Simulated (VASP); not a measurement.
# Li3Ta2O (P6/mmm) in VASP: notebook

Runs on Li3Ta2O. Level: PBE. Tasks: single point, relaxation of cell and atoms.

Program: VASP 6.6.1. These are calculated values, not measurements. Logs are shortened: lines on timing, memory, paths and dates and some standing lists are left out, and cuts for length are marked.

**1. The cell of the first run**

Symmetry: P6/mmm, No. 191, hexagonal system. Conventional cell: a = 4.641 Å, b = 4.641 Å, c = 5.196 Å, α = 90.00°, β = 90.00°, γ = 120.00°. Within 3.1 Å of Li (site symmetry mmm) lie 4 Li at 2.32 Å and 4 Ta at 2.92 Å. Within 3.5 Å of Ta (site symmetry -6m2) lie 3 O at 2.68 Å and 3 Ta at 2.68 Å and 6 Li at 2.92 Å. Within 3.5 Å of O (site symmetry 6/mmm) lie 6 Ta at 2.68 Å and 12 Li at 3.48 Å.

The cell was generated, and may not be a known phase.

**2. Single point, PBE**

INCAR reads:

```
PREC     = Accurate       # precision mode
ENCUT    = 750            # plane-wave cutoff, eV
EDIFF    = 1E-6           # SCF threshold, eV
ISMEAR   = 0              # smearing method
SIGMA    = 0.1            # smearing width, eV
LREAL    = F              # projectors in reciprocal space
LASPH    = T              # aspherical terms in the spheres
NELM     = 120            # most SCF steps
ALGO     = Normal         # electronic algorithm
ISIF     = 2              # what is computed and relaxed
LWAVE    = F              # write WAVECAR
LCHARG   = F              # write CHGCAR
GGA      = PE             # functional
NBANDS   = 28             # bands
GGA_COMPAT= F
```

KPOINTS reads:

```
regular mesh
0
Gamma
  6 6 6
```

POSCAR reads:

```
Li3Ta2O
1.0
    4.6407309578      0.0000000025      0.0000000000
   -2.3203654810      4.0189909003      0.0000000000
    0.0000000000      0.0000000000      5.1961964002
Li Ta O
3 2 1
Direct
    0.0000000000      0.5000000000      0.0000000000
    0.5000000000      0.0000000000      0.0000000000
    0.5000000000      0.5000000000      0.0000000000
    0.3333333333      0.6666666667      0.5000000000
    0.6666666667      0.3333333333      0.5000000000
    0.0000000000      0.0000000000      0.5000000000
```

Potentials or basis: VASP PAW PBE potentials, release 64 (Li_sv, Ta_pv, O).

The run is started by

```
> cat potpaw_PBE.64/Li_sv/POTCAR potpaw_PBE.64/Ta_pv/POTCAR potpaw_PBE.64/O/POTCAR > POTCAR
> mpirun -np 1 vasp_std > vasp.out
```

OUTCAR:

```text
PREC = Accurate
   ENCUT = 750
   EDIFF = 1E-6
   ISMEAR = 0
   LREAL = F
   LASPH = T
   NELM = 120
   ISIF = 2
   GGA = PE

 ion  position               nearest neighbor table
   1  0.000  0.500  0.000-   3 2.32   3 2.32   2 2.32   2 2.32   4 2.92   5 2.92   4 2.92   5 2.92

   2  0.500  0.000  0.000-   3 2.32   3 2.32   1 2.32   1 2.32   4 2.92   5 2.92   4 2.92   5 2.92

   3  0.500  0.500  0.000-   2 2.32   2 2.32   1 2.32   1 2.32   4 2.92   5 2.92   4 2.92   5 2.92

   4  0.333  0.667  0.500-   6 2.68   5 2.68   5 2.68   6 2.68   6 2.68   5 2.68   2 2.92   2 2.92
                             1 2.92   1 2.92   3 2.92   3 2.92
   5  0.667  0.333  0.500-   6 2.68   4 2.68   4 2.68   6 2.68   6 2.68   4 2.68   2 2.92   2 2.92
                             1 2.92   1 2.92   3 2.92   3 2.92
   6  0.000  0.000  0.500-   4 2.68   5 2.68   4 2.68   5 2.68   5 2.68   4 2.68

  LATTYP: Found a hexagonal cell.
 ALAT       =     4.6407309578
 C/A-ratio  =     1.1196935240

  Lattice vectors:

 A1 = (   4.6407309578,   0.0000000025,   0.0000000000)
 A2 = (  -2.3203654810,   4.0189909003,   0.0000000000)
 A3 = (   0.0000000000,   0.0000000000,   5.1961964002)

Analysis of symmetry for initial positions (statically):
=====================================================================
 Subroutine PRICEL returns:
 Original cell was already a primitive cell.

 Routine SETGRP: Setting up the symmetry group for a
 hexagonal supercell.

 Subroutine GETGRP returns: Found 24 space group operations
 (whereof 24 operations were pure point group operations)
 out of a pool of 24 trial point group operations.

The static configuration has the point symmetry D_6h.

Analysis of symmetry for dynamics (positions and initial velocities):
=====================================================================
 Subroutine PRICEL returns:
 Original cell was already a primitive cell.

 Routine SETGRP: Setting up the symmetry group for a
 hexagonal supercell.

 Subroutine GETGRP returns: Found 24 space group operations
 (whereof 24 operations were pure point group operations)
 out of a pool of 24 trial point group operations.

The dynamic configuration has the point symmetry D_6h.

 Subroutine INISYM returns: Found 24 space group operations
 (whereof 24 operations are pure point group operations),
 and found     1 'primitive' translations

----------------------------------------------------------------------------------------

                                     Primitive cell

  volume of cell :      96.9145

  direct lattice vectors                    reciprocal lattice vectors
     4.640730958  0.000000003  0.000000000     0.215483295  0.124409339  0.000000000
    -2.320365481  4.018990900  0.000000000    -0.000000000  0.248818677  0.000000000
     0.000000000  0.000000000  5.196196400     0.000000000  0.000000000  0.192448461

  length of vectors
     4.640730958  4.640730958  5.196196400     0.248818677  0.248818677  0.192448461

  position of ions in fractional coordinates (direct lattice)
     0.000000000  0.500000000  0.000000000
     0.500000000  0.000000000  0.000000000
     0.500000000  0.500000000  0.000000000
     0.333333333  0.666666667  0.500000000
     0.666666667  0.333333333  0.500000000
     0.000000000  0.000000000  0.500000000

  ion indices of the primitive-cell ions
   primitive index   ion index
                 1           1
                 2           2
                 3           3
                 4           4
                 5           5
                 6           6

----------------------------------------------------------------------------------------

 KPOINTS: regular mesh

Automatic generation of k-mesh.
 Grid dimensions read from file:
 generate k-points for:    6    6    6

 Generating k-lattice:

  Cartesian coordinates                     Fractional coordinates (reciprocal lattice)
     0.035913883  0.020734890  0.000000000     0.166666667  0.000000000  0.000000000
    -0.000000000  0.041469780  0.000000000    -0.000000000  0.166666667  0.000000000
     0.000000000  0.000000000  0.032074743     0.000000000  0.000000000  0.166666667

  Length of vectors
     0.041469780  0.041469780  0.032074743

  Shift w.r.t. Gamma in fractional coordinates (k-lattice)
     0.000000000  0.000000000  0.000000000

 Subroutine IBZKPT returns following result:
 ===========================================

 Found     28 irreducible k-points:

 Following reciprocal coordinates:
            Coordinates               Weight
  0.000000  0.000000  0.000000      1.000000
  0.166667 -0.000000  0.000000      6.000000
  0.333333 -0.000000  0.000000      6.000000
  0.500000  0.000000  0.000000      3.000000
  0.166667  0.166667  0.000000      6.000000
  0.333333  0.166667  0.000000     12.000000
[... 16 lines left out ...]
  0.166667 -0.000000  0.500000      6.000000
  0.333333 -0.000000  0.500000      6.000000
 [... further k-points ...]
   k-points           NKPTS =     28   k-points in BZ     NKDIM =     28   number of bands    NBANDS=     28
   number of dos      NEDOS =    301   number of ions     NIONS =      6
   total plane-waves  NPLWV =  84672
   dimension x,y,z NGX =    42 NGY =   42 NGZ =   48
   dimension x,y,z NGXF=    84 NGYF=   84 NGZF=   96
   ions per type =               3   2   1
   NGX,Y,Z   is equivalent  to a cutoff of  15.05, 15.05, 15.36 a.u.
   NGXF,Y,Z  is equivalent  to a cutoff of  30.09, 30.09, 30.71 a.u.
 SYSTEM =  unknown system
   PREC   = accura    normal or accurate (medium, high low for compatibility)
   ISTART =      0    job   : 0-new  1-cont  2-samecut
   ICHARG =      2    charge: 1-file 2-atom 10-const
   ISPIN  =      1    spin polarized calculation?
   LNONCOLLINEAR =      F non collinear calculations
   LSORBIT =      F    spin-orbit coupling
   LASPH  =      T    aspherical Exc in radial PAW
   ENCUT  =  750.0 eV  55.12 Ry    7.42 a.u.  10.36 10.36 11.60*2*pi/ulx,y,z
   NELM   =    120;   NELMIN=  2; NELMDL= -5     # of ELM steps
   EDIFF  = 0.1E-05   stopping-criterion for ELM
   LREAL  =      F    real-space projection
   EDIFFG = 0.1E-04   stopping-criterion for IOM
   NSW    =      0    number of steps for IOM
   IBRION =     -1    ionic relax: 0-MD 1-quasi-New 2-CG
   NFREE  =      0    steps in history (QN), initial steepest desc. (CG)
   ISIF   =      2    stress and relaxation
   ISYM   =      2    0-nonsym 1-usesym 2-fastsym
   POTIM  = 0.5000    time-step for ionic-motion
   TEBEG  =    0.0;   TEEND  =   0.0 temperature during run
   PSTRESS=    0.0 pullay stress
   NELECT =      37.0000    total number of electrons
   NUPDOWN=      -1.0000    fix difference up-down
   EMIN   =  10.00;   EMAX   =-10.00  energy-range for DOS
   EFERMI =   0.00;   METHOD = LEGACY
   ISMEAR =     0;   SIGMA  =   0.10  broadening in eV -4-tet -1-fermi 0-gaus
   EFERMI_NEDOS =   21; number of points for ismear=-14 and -15
   IALGO  =     38    algorithm
   IMIX   =      4    mixing-type and parameters
     AMIX     =   0.40;   BMIX     =  1.00
     AMIX_MAG =   1.60;   BMIX_MAG =  1.00
  volume/ion in A,a.u.               =      16.15       109.00
  Fermi-wavevector in a.u.,A,eV,Ry     =   1.187624  2.244285 19.190358  1.410452
  Thomas-Fermi vector in A             =   2.323772
   LORBIT       =      0    0 simple, 1 ext, 2 COOP (PROOUT), +10 PAW based schemes
   GGA     = PE    functional components
   LHFCALC =     F    Hartree Fock is set to
   AEXX    =    0.0000 exact exchange contribution
   IVDW    =     0    specifies the selected vdW correction
   LEPSILON=     F    determine dielectric tensor
   LRPA    =     F    only Hartree local field effects (RPA)
 non-spin polarized calculation
 Gauss-broadening in eV      SIGMA  =   0.10
  energy-cutoff  :      750.00
  volume of cell :       96.91
 maximum number of plane-waves:      4566
 NGX is ok and might be reduce to    42
   NGX = 21   NGY = 21   NGZ = 23

 number of electron      36.9999990 magnetization

 Free energy of the ion-electron system (eV)
  ---------------------------------------------------
  ext. energy  EPLUGINS =         0.00000000
  ---------------------------------------------------
  free energy    TOTEN  =       -30.00250964 eV

  energy without entropy =      -29.97928730  energy(sigma->0) =      -29.99089847

 E-fermi :   2.5355     XC(G=0):  -9.6673

 val. band max:        2.5180845177   @ k =   0.1667   0.1667   0.3333
 cond. band min:       2.5602783199   @ k =   0.0000   0.0000   0.3333
 fundamental gap:      0.0421938022
 Fermi energy:         2.5355027012

 k-point     1 :       0.0000    0.0000    0.0000
  band No.  band energies     occupation
      1     -43.2494      2.00000
      2     -43.0982      2.00000
      3     -43.0982      2.00000
      4     -31.9530      2.00000
      5     -31.9530      2.00000
      6     -31.4906      2.00000
[... 20 lines left out ...]
     27       7.5601      0.00000
     28       7.5601      0.00000

 k-point     2 :       0.1667   -0.0000    0.0000
  band No.  band energies     occupation
      1     -43.2405      2.00000
      2     -43.1072      2.00000
      3     -43.0982      2.00000
      4     -31.9730      2.00000
      5     -31.9104      2.00000
      6     -31.4763      2.00000
[... 20 lines left out ...]
     27       7.4535      0.00000
     28       8.2469      0.00000

 k-point     3 :       0.3333   -0.0000    0.0000
  band No.  band energies     occupation
      1     -43.2175      2.00000
      2     -43.1303      2.00000
      3     -43.0983      2.00000
      4     -32.0105      2.00000
      5     -31.8074      2.00000
      6     -31.4394      2.00000
[... 20 lines left out ...]
     27       6.9823      0.00000
     28       8.6999      0.00000

 k-point     4 :       0.5000    0.0000    0.0000
  band No.  band energies     occupation
      1     -43.1991      2.00000
      2     -43.1489      2.00000
      3     -43.0984      2.00000
      4     -32.0282      2.00000
      5     -31.7389      2.00000
      6     -31.4096      2.00000
[... 578 lines left out ...]
     27       8.6135      0.00000
     28       8.6135      0.00000

 k-point    23 :       0.1667   -0.0000    0.5000
  band No.  band energies     occupation
      1     -43.2408      2.00000
      2     -43.1071      2.00000
      3     -43.0982      2.00000
      4     -31.9733      2.00000
      5     -31.9106      2.00000
      6     -31.4749      2.00000
[... 20 lines left out ...]
     27       7.5296      0.00000
     28       8.6224      0.00000

 k-point    24 :       0.3333   -0.0000    0.5000
  band No.  band energies     occupation
      1     -43.2178      2.00000
      2     -43.1304      2.00000
      3     -43.0983      2.00000
      4     -32.0108      2.00000
      5     -31.8076      2.00000
      6     -31.4383      2.00000
[... 20 lines left out ...]
     27       6.5222      0.00000
     28       8.4963      0.00000

 [... further k-points ...]
[... 5 lines left out ...]
  --------------------------------------------------------------------------------------
  -------------------------------------------------------------------------------------
  Total       -0.0192409     -0.0192409      0.0031370     -0.0000000     -0.0000000     -0.0000000
  in kB       -0.3180877     -0.3180877      0.0518609     -0.0000000     -0.0000000     -0.0000000
  external PRESSURE =      -0.1947715 kB  Pullay stress =       0.0000000 kB

 VOLUME and BASIS-vectors are now :
 -----------------------------------------------------------------------------
  energy-cutoff  :      750.00
  volume of cell :       96.91
      direct lattice vectors                 reciprocal lattice vectors
     4.640730958  0.000000003  0.000000000     0.215483295  0.124409339  0.000000000
    -2.320365481  4.018990900  0.000000000    -0.000000000  0.248818677  0.000000000
     0.000000000  0.000000000  5.196196400     0.000000000  0.000000000  0.192448461

 POSITION                                       TOTAL-FORCE (eV/Angst)
 -----------------------------------------------------------------------------------
     -1.16018      2.00950      0.00000        -0.000000      0.000000      0.000000
      2.32037      0.00000      0.00000        -0.000000      0.000000      0.000000
      1.16018      2.00950      0.00000        -0.000000      0.000000      0.000000
     -0.00000      2.67933      2.59810         0.000000      0.000000     -0.000000
      2.32037      1.33966      2.59810         0.000000     -0.000000      0.000000
      0.00000      0.00000      2.59810        -0.000000      0.000000      0.000000
 -----------------------------------------------------------------------------------
    total drift:                                0.000000      0.000000     -0.000000

  FREE ENERGIE OF THE ION-ELECTRON SYSTEM (eV)
  ---------------------------------------------------
  free  energy   TOTEN  =       -30.0025096432 eV

  energy  without entropy=      -29.9792872952  energy(sigma->0) =      -29.99089847
```

Run time: 3.7 min. Hardware: 1 thread of Oxide Virtual Turin-like, shared host; peak memory 0.31 GiB.

Results:

```yaml
Free_energy: -30.0025 eV
Pressure: 0.0 GPa
Band_gap_on_the_k_mesh: zero (an odd number of electrons rules out a gap without spin polarisation)
```

Levels at points of the mesh, in eV from the Fermi level:
```csv
k point,band 16,band 17,band 18,band 19,band 20,band 21
"(0.00, 0.00, 0.00)",-0.45,-0.44,-0.44,0.73,0.73,1.06
"(0.50, 0.00, 0.00)",-1.08,-0.98,-0.08,0.23,0.26,1.05
"(0.00, 0.00, 0.50)",-0.46,-0.34,-0.34,0.68,0.68,1.42
"(0.50, 0.00, 0.50)",-0.90,-0.86,-0.22,-0.11,0.15,1.14
```

Caveat: spin-orbit coupling is left out, which moves the levels of the heavy elements.

**3. Single point, PBE**

This run uses another cell than the first one, of 16.24 Å³/atom.

INCAR reads:

```
PREC = Accurate
ENCUT = 750
EDIFF = 1E-6
ISMEAR = 0
SIGMA = 0.1
LREAL = F
LASPH = T
NELM = 120
ALGO = Normal
ISIF = 2
LWAVE = F
LCHARG = T
GGA = PE
LELF = T
LVHAR = T
NBANDS = 28
GGA_COMPAT = F
```

KPOINTS reads:

```
Automatic mesh
0
Gamma
  12 12 8
```

POSCAR, as its differences from that of step 2:

```diff
@@ -2,5 +2,5 @@
 1.0
-    4.6407309578      0.0000000025      0.0000000000
-   -2.3203654810      4.0189909003      0.0000000000
-    0.0000000000      0.0000000000      5.1961964002
+    4.6504480441      0.0000000000      0.0000000000
+   -2.3252240221      4.0274061452      0.0000000000
+    0.0000000000      0.0000000000      5.2014292185
 Li Ta O
```

Potentials or basis: VASP PAW PBE potentials, release 64 (Li_sv, Ta_pv, O).

The run is started by

```
> cat potpaw_PBE.64/Li_sv/POTCAR potpaw_PBE.64/Ta_pv/POTCAR potpaw_PBE.64/O/POTCAR > POTCAR
> mpirun -np 1 vasp_std > vasp.out
```

Wall time 12 min (1 thread of Oxide Virtual Turin-like, shared host); peak memory 0.5 GiB.

It converged, with:

```yaml
Free_energy: -29.9909 eV
Pressure: -0.1 GPa
Band_gap_on_the_k_mesh: zero (an odd number of electrons rules out a gap without spin polarisation)
```

Stress tensor (GPa, compression positive):
```
-0.05  0.00  0.00
 0.00 -0.05  0.00
 0.00  0.00 -0.20
```

Levels at points of the mesh, in eV from the Fermi level:
```csv
k point,band 16,band 17,band 18,band 19,band 20,band 21
"(0.00, 0.00, 0.00)",-0.45,-0.42,-0.42,0.74,0.74,1.06
"(0.50, 0.00, 0.00)",-1.06,-0.96,-0.06,0.24,0.26,1.06
"(0.00, 0.00, 0.50)",-0.45,-0.33,-0.33,0.69,0.69,1.42
"(0.50, 0.00, 0.50)",-0.89,-0.86,-0.22,-0.09,0.15,1.15
```

Caveat: spin-orbit coupling is left out, which moves the levels of the heavy elements.

(Continued in part 2 of 2.)

The gap in the log of VASP goes by the Fermi energy; the results here count the filled bands.